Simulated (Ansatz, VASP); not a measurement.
# One calculation of Al2O3, two programs

INCAR

```
SYSTEM = Al2O3
ALGO = Normal ; EDIFF = 1E-6
ENCUT = 520 ; ISIF = 2
ISMEAR = 0 ; LASPH = .TRUE.
LCHARG = .FALSE. ; LREAL = .FALSE.
LWAVE = .FALSE. ; NBANDS = 20
NELM = 80 ; PREC = Accurate
SIGMA = 0.05
```

The input KPOINTS:

```
k-points
0
G
  9 9 4
  0 0 0
```

Contents of POSCAR:

```
Al2O3
1.0
    2.7689519504      0.0000000000      0.0000000000
   -1.3844759752      2.3979827309      0.0000000000
    0.0000000000      0.0000000000      8.5898141032
Al O
2 3
Direct
    0.0000000000      0.0000000000      0.1499923300
    0.0000000000      0.0000000000      0.8500076700
    0.3333333333      0.6666666667      0.2223169200
    0.6666666667      0.3333333333      0.0000000000
    0.3333333333      0.6666666667      0.7776830800
```

Input for Ansatz:

```yaml
crystal:
  lattice:
    - [2.7689519504, 0.0, 0.0]
    - [-1.3844759752, 2.3979827309, 0.0]
    - [0.0, 0.0, 8.5898141032]
  atoms:
    - { symbol: Al, position: [0.0, 0.0, 0.14999233] }
    - { symbol: Al, position: [0.0, 0.0, 0.85000767] }
    - { symbol: O, position: [0.3333333333, 0.6666666667, 0.22231692] }
    - { symbol: O, position: [0.6666666667, 0.3333333333, 0.0] }
    - { symbol: O, position: [0.3333333333, 0.6666666667, 0.77768308] }
basis:
  ecutwfc: 420
kpoints:
  mp_grid: { grid: [9, 9, 4] }
hamiltonian:
  xc: lda
scf:
  occupations: { method: gaussian, width: 0.05 }
output:
  forces: true
  stress: true
  eigenvalues: true
```

Change from the starting cell: strain -0.040 along x and y, -0.080 along z, atoms carried along.

Alike in both runs: task single point; functional LDA; k mesh 9 × 9 × 4; occupations gaussian, width 0.05 eV; no spin polarisation.

|  | VASP | Ansatz |
| --- | --- | --- |
| version | VASP 6.6.1 | Ansatz 0.2.0 |
| potentials or method | VASP PAW LDA potentials, release 64 (Al, O), cutoff 520 eV | scalar-relativistic, plane waves, PAW |
| valence electrons in the cell | 24 | 24 |

|  | VASP | Ansatz | Ansatz less VASP |
| --- | --- | --- | --- |
| gap on the k mesh at the Fermi level (eV) | 5.70 | 5.72 | +0.023 |
| least direct gap on the mesh (eV) | 6.06 | 6.08 | +0.016 |
| pressure (GPa) | 21.2 | 19.9 | -1.32 |
| traceless stress, the component that is largest in VASP (GPa) | -0.49 | 0.42 | +0.908 |
| rms of the force components (eV/Å) | 0.675 | 0.648 | -0.0270 |

LDA's correlation is that of Perdew and Zunger in VASP and of Perdew and Wang (1992) in Ansatz. Atom by atom the forces differ by 0.030 eV/Å (rms over components).
